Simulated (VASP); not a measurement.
Wanted: the native input for a VASP 6.6.1 run.

```
Task                   : single point
Functional             : PBE
Potentials or basis    : VASP PAW PBE potentials, release 64 (C)
Cutoff                 : 520 eV
k mesh                 : 3 × 3 × 3
Occupations            : gaussian, width 0.01 eV
Spin                   : no spin polarisation
Dipole correction      : no
Further INCAR settings : ALGO = Normal; EDIFF = 1e-06; NBANDS = 11
```

The structure of C lies in POSCAR:

```
C
1.0
    0.0000000000      1.7833700000      1.7833700000
    1.7833700000      0.0000000000      1.7833700000
    1.7833700000      1.7833700000      0.0000000000
C
2
Direct
    0.0000000000      0.0000000000      0.0000000000
    0.2500000000      0.2500000000      0.2500000000
```

One way to write it, as run:

INCAR

```
SYSTEM = C
  PREC = Accurate
  ENCUT = 520
  EDIFF = 1E-6
  ISMEAR = 0
  SIGMA = 0.01
  LREAL = .False.
  LASPH = .True.
  NELM = 60
  ALGO = Normal
  ISIF = 2
  LWAVE = .False.
  LCHARG = .True.
  GGA = PE
  LELF = .True.
  LVHAR = .True.
  NBANDS = 11
```

KPOINTS

```
regular mesh
0
Gamma
  3 3 3
  0 0 0
```

Potentials or basis: VASP PAW PBE potentials, release 64 (C).

Launch:

```console
$ cat potpaw_PBE.64/C/POTCAR > POTCAR
$ mpirun -np 1 vasp_std > vasp.out
```

It gave:

The pressure is 7.6 GPa and the band gap on the k mesh is 4.11 eV, indirect (least direct gap 5.56 eV).

Caveat: the k points lie up to 1.02 Å⁻¹ apart.

Wall time 1.1 s on 1 thread of Intel(R) Xeon(R) 6975P-C (Granite Rapids), on a shared host, peak memory 0.11 GiB.
